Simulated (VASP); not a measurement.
# Fe (I4_1/amd) in VASP: a series of runs, part 2 of 2

VASP 6.6.1.

### 3 Single point, PBE, collinear spin, ferromagnetic start (volume scaled by 0.88)

File INCAR:

```
PREC = Accurate
ENCUT = 520
EDIFF = 1E-6
ISMEAR = -1
SIGMA = 0.05
LREAL = False
LASPH = True
NELM = 150
ALGO = Normal
ISIF = 2
LWAVE = False
LCHARG = False
ISPIN = 2
MAGMOM = 2.5 2.5
LORBIT = 11
LMAXMIX = 4
GGA = PE
NBANDS = 19
```

File KPOINTS:

```
regular mesh
0
Gamma
  18 18 18
```

File POSCAR:

```
Fe
1.0
   -2.1883833762      2.1883833762      1.1791688139
    2.1883833762     -2.1883833762      1.1791688139
    2.1883833762      2.1883833762     -1.1791688139
Fe
2
Direct
   -0.3750000000     -0.1250000000     -0.2500000000
    0.3750000000      0.1250000000      0.2500000000
```

Potentials or basis: VASP PAW PBE potentials, release 64 (Fe).

The run is started by

```console
cat potpaw_PBE.64/Fe/POTCAR > POTCAR
mpirun -np 1 vasp_std > vasp.out
```

Wall time 6.4 min (1 thread of Intel Xeon Platinum 8488C (Sapphire Rapids), shared host); peak memory 0.4 GiB.

The run converged. Its results:

```
Free energy                                           : -15.3229 eV
Pressure                                              : 17.2 GPa
Net moment                                            : 4.08 μB per cell
Site moments                                          : Fe +2.02 μB
Valence electrons inside the program's atomic spheres : Fe 7.42
```

Stress tensor (GPa, compression positive):
```
17.17  0.00  0.00
 0.00 17.17  0.00
 0.00  0.00 17.37
```

Levels at points of the mesh, in eV from the Fermi level:
Spin up:
```
           k point  band 7  band 8  band 9  band 10  band 11  band 12  band 13  band 14
(0.00, 0.00, 0.00)   -1.24   -1.20   -1.20    -0.31     1.02     6.47     6.47    12.78
(0.50, 0.00, 0.00)   -1.24   -1.23   -0.19    -0.03     1.87     5.48     8.55     8.79
(0.50, 0.50, 0.00)   -1.51   -1.51   -0.68    -0.68    -0.43    -0.43    12.98    12.98
(0.50, 0.50, 0.50)   -1.16   -1.16   -1.06    -1.06    -1.03    -1.03     5.69     5.69
```
Spin down:
| k point | band 4 | band 5 | band 6 | band 7 | band 8 | band 9 |
| --- | --- | --- | --- | --- | --- | --- |
| (0.00, 0.00, 0.00) | -2.35 | -1.76 | 1.16 | 1.16 | 1.20 | 1.20 |
| (0.50, 0.00, 0.00) | -1.96 | -0.36 | -0.08 | -0.01 | 1.39 | 1.62 |
| (0.50, 0.50, 0.00) | -2.16 | -1.30 | -1.30 | 0.75 | 0.75 | 1.66 |
| (0.50, 0.50, 0.50) | -1.80 | -0.97 | -0.97 | 0.85 | 0.85 | 1.37 |

Caveat: the cell differs from its parent crystal (volume scaled by 0.88).

### 4 Relaxation of shape and atoms at fixed volume, PBE, collinear spin, ferromagnetic start

This run uses another cell than the first one, of 8.73 Å³/atom, 0.680 times its volume.

File INCAR:

```
PREC = Accurate
ENCUT = 600
EDIFF = 1E-7
ISMEAR = -1
SIGMA = 0.05
LREAL = False
LASPH = True
NELM = 200
ALGO = Normal
ISIF = 4
LWAVE = False
LCHARG = False
ISPIN = 2
MAGMOM = 2.5 2.5
LORBIT = 11
LMAXMIX = 4
GGA = PE
IBRION = 2
NSW = 50
EDIFFG = -0.005
GGA_COMPAT = False
NELMIN = 4
```

File KPOINTS:

```
Automatic mesh
0
Gamma
  18 18 18
```

File POSCAR:

```
Fe
1.0
   -2.0148397487      2.0148397487      1.0748998921
    2.0148397487     -2.0148397487      1.0748998921
    2.0148397487      2.0148397487     -1.0748998921
Fe
2
Direct
   -0.3750000000     -0.1250000000     -0.2500000000
    0.3750000000      0.1250000000      0.2500000000
```

Potentials or basis: VASP PAW PBE potentials, release 64 (Fe).

The run is started by

```console
cat potpaw_PBE.64/Fe/POTCAR > POTCAR
mpirun -np 1 vasp_std > vasp.out
```

OUTCAR:

```text
PREC = Accurate
   ENCUT = 600
   EDIFF = 1E-7
   ISMEAR = -1
   LREAL = False
   LASPH = True
   NELM = 200
   ISIF = 4
   ISPIN = 2
   LORBIT = 11
   GGA = PE
   IBRION = 2
   NSW = 50
   EDIFFG = -0.005
   NELMIN = 4

 ion  position               nearest neighbor table
   1  0.625  0.875  0.750-   2 2.09   2 2.09   2 2.09   2 2.09   2 2.58   2 2.58   2 2.58   2 2.58

   2  0.375  0.125  0.250-   1 2.09   1 2.09   1 2.09   1 2.09   1 2.58   1 2.58   1 2.58   1 2.58

  LATTYP: Found a body centered tetragonal cell.
 ALAT       =     4.0296794974
 C/A-ratio  =     0.5334915061

  Lattice vectors:

 A1 = (  -2.0148397487,   2.0148397487,   1.0748998921)
 A2 = (   2.0148397487,  -2.0148397487,   1.0748998921)
 A3 = (   2.0148397487,   2.0148397487,  -1.0748998921)

Analysis of symmetry for initial positions (statically):
[... 740 lines left out ...]
      8       8.2853      1.00000
      9       8.5187      1.00000
     10       9.8554      0.00000
     11      10.9191      0.00000
     12      17.8100      0.00000
     13      19.7465      0.00000
     14      26.8729      0.00000
     15      29.2865      0.00000

 [... further k-points ...]

 spin component 2

 k-point     1 :       0.0000    0.0000    0.0000
  band No.  band energies     occupation
      1      -0.7730      1.00000
      2       2.5861      1.00000
      3       4.5956      1.00000
      4       5.4084      1.00000
      5       6.1077      1.00000
      6       9.3388      0.04188
      7       9.3388      0.04187
      8       9.3986      0.01303
      9       9.3986      0.01303
     10      11.3338      0.00000
     11      12.0240      0.00000
     12      18.0041      0.00000
     13      18.0041      0.00000
     14      25.5212      0.00000
[... 444 lines left out ...]
  FREE ENERGIE OF THE ION-ELECTRON SYSTEM (eV)
  ---------------------------------------------------
  free  energy   TOTEN  =       -13.6481864635 eV

  energy  without entropy=      -13.6247489731  energy(sigma->0) =      -13.63646772

 reached required accuracy - stopping structural energy minimisation

 total charge

# of ion       s       p       d       tot
------------------------------------------
    1        0.646   0.767   6.710   8.123
    2        0.646   0.767   6.710   8.123
--------------------------------------------------
tot          1.291   1.534  13.420  16.245

 magnetization (x)

# of ion       s       p       d       tot
------------------------------------------
    1        0.004  -0.003   0.768   0.769
    2        0.004  -0.003   0.768   0.769
--------------------------------------------------
tot          0.009  -0.005   1.535   1.539
```

CONTCAR:

```text
Fe
   1.00000000000000
    -1.9875094155447683    1.9875094155447683    1.1046651417379967
     1.9875094155447683   -1.9875094155447683    1.1046651417379967
     1.9875094155447683    1.9875094155447683   -1.1046651417379967
  Fe
     2
Direct
     0.6250000000000000    0.8750000000000000    0.7500000000000000
     0.3750000000000000    0.1250000000000000    0.2500000000000000

  0.00000000E+00  0.00000000E+00  0.00000000E+00
  0.00000000E+00  0.00000000E+00  0.00000000E+00
```

It took 15 min on 1 thread of Intel Xeon 8259CL, shared host; peak memory 0.35 GiB.

Results:

| Quantity | Value |
| --- | --- |
| Free energy | -13.6482 eV |
| Energy gained by relaxing | 14.3 meV/atom |
| Ionic steps | 4 |
| Pressure after relaxing | 104.8 GPa |
| Net moment | 1.57 μB per cell |
| Site moments | Fe +0.77 μB |

Stress tensor (GPa, compression positive):
```
104.82   0.00   0.00
  0.00 104.82   0.00
  0.00   0.00 104.69
```

Step by step:
```csv
step,energy change (eV),largest force (eV/Å),pressure (GPa),volume (Å³)
1,0.0000,0.0000,108.24,17.45
2,-0.0263,0.0000,104.39,17.45
3,-0.0285,0.0000,104.82,17.45
4,-0.0285,0.0000,104.78,17.45
```

Final structure:
```
Fe
1.0
    -1.98751    1.98751    1.10467
     1.98751   -1.98751    1.10467
     1.98751    1.98751   -1.10467
Fe
2
Direct
  0.62500 0.87500 0.75000
  0.37500 0.12500 0.25000
```

### 5 Summary

```csv
task,cell,cutoff (eV),gap on the mesh (eV),pressure (GPa),moment (μB)
single point,"a = 3.463 Å, angles 97.2, 97.2, 138.7°, 2 atoms",520,none,-0.1,5.05
single point,"a = 3.312 Å, angles 97.3, 97.3, 138.3°, 2 atoms",520,none,17.2,4.08
relaxation of shape and atoms at fixed volume,"relaxed from a = 3.045 Å, angles 97.2, 97.2, 138.7°, 2 atoms",600,none,104.8,1.57
```

Alike in all rows: level PBE; potentials or basis VASP PAW PBE potentials, release 64 (Fe); spin collinear, ferromagnetic start; k mesh 18 × 18 × 18; smearing fermi-dirac 0.05 eV.

Total energies depend on the potentials used, so only differences within one code and one set of settings carry meaning.
